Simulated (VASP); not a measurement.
Here is a VASP 6.6.1 calculation.

File POSCAR:

```
MgO
1.0
    0.0000000000      2.2934156910      2.2934156910
    2.2934156910      0.0000000000      2.2934156910
    2.2934156910      2.2934156910      0.0000000000
Mg O
1 1
Direct
    0.0000000000      0.0000000000      0.0000000000
    0.2500000000      0.2500000000      0.2500000000
```

The input INCAR.step1:

```
SYSTEM = MgO
  PREC = Accurate
  ENCUT = 520
  ISMEAR = 0
  SIGMA = 0.01
  LREAL = .FALSE.
  LASPH = .TRUE.
  NELM = 60
  NBANDS = 11
  GGA = PE
  ALGO = Normal
  EDIFF = 1E-4
  LWAVE = .TRUE.
  LCHARG = .FALSE.
```

File INCAR.step2:

```
SYSTEM = MgO
  PREC = Accurate
  ENCUT = 520
  EDIFF = 1E-7
  ISMEAR = 0
  SIGMA = 0.01
  LREAL = .FALSE.
  LASPH = .TRUE.
  NELM = 60
  ALGO = Normal
  ISIF = 2
  LWAVE = .FALSE.
  LCHARG = .FALSE.
  METAGGA = R2SCAN
  LMIXTAU = .TRUE.
  NBANDS = 11
  ISTART = 1
```

File KPOINTS:

```
regular mesh
0
G
  10 10 10
  0 0 0
```

Potentials or basis: VASP PAW PBE potentials, release 64 (Mg, O).

Run with:

```sh
$ cat potpaw_PBE.64/Mg/POTCAR potpaw_PBE.64/O/POTCAR > POTCAR
$ cp INCAR.step1 INCAR
$ mpirun -np 1 vasp_std > vasp.out
$ cp INCAR.step2 INCAR
$ mpirun -np 1 vasp_std > vasp.out
```

(1) Predict the pressure.

(2) What does it give for the band gap on the k mesh?

Results:

(1) -2.4 GPa.

(2) 4.23 eV, direct.

Caveat: the cell differs from its parent crystal (strain +0.5%); the PAW data sets were made with another functional, which shifts forces and pressure a little.
